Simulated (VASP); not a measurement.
A run of VASP 6.6.1 is set up as follows.

Contents of INCAR:

```
  PREC = Accurate
  ENCUT = 600
  EDIFF = 1E-7
  ISMEAR = -1
  SIGMA = 0.08
  LREAL = F
  LASPH = T
  NELM = 100
  ALGO = Normal
  ISIF = 4
  LWAVE = F
  LCHARG = F
  GGA = PE
  IBRION = 2
  NSW = 50
  EDIFFG = -0.005
```

The input KPOINTS:

```
Automatic mesh
0
Gamma
  10 10 9
```

The input POSCAR:

```
Ba
1.0
    3.3809299463      0.0000000000      0.0000000000
   -1.6904649731      2.9279712219      0.0000000000
    0.0000000000      0.0000000000      3.1410343467
Ba
1
Direct
    0.0000000000      0.0000000000      0.0000000000
```

Potentials or basis: VASP PAW PBE potentials, release 64 (Ba_sv).

Launch:

```sh
$ cat potpaw_PBE.64/Ba_sv/POTCAR > POTCAR
$ mpirun -np 1 vasp_std > vasp.out
```

(1) What does it give for the band gap on the k mesh?

Answers

(1) zero (bands 5 and 6 overlap by 2.22 eV).

Caveat: spin-orbit coupling is left out, which moves the levels of the heavy elements.
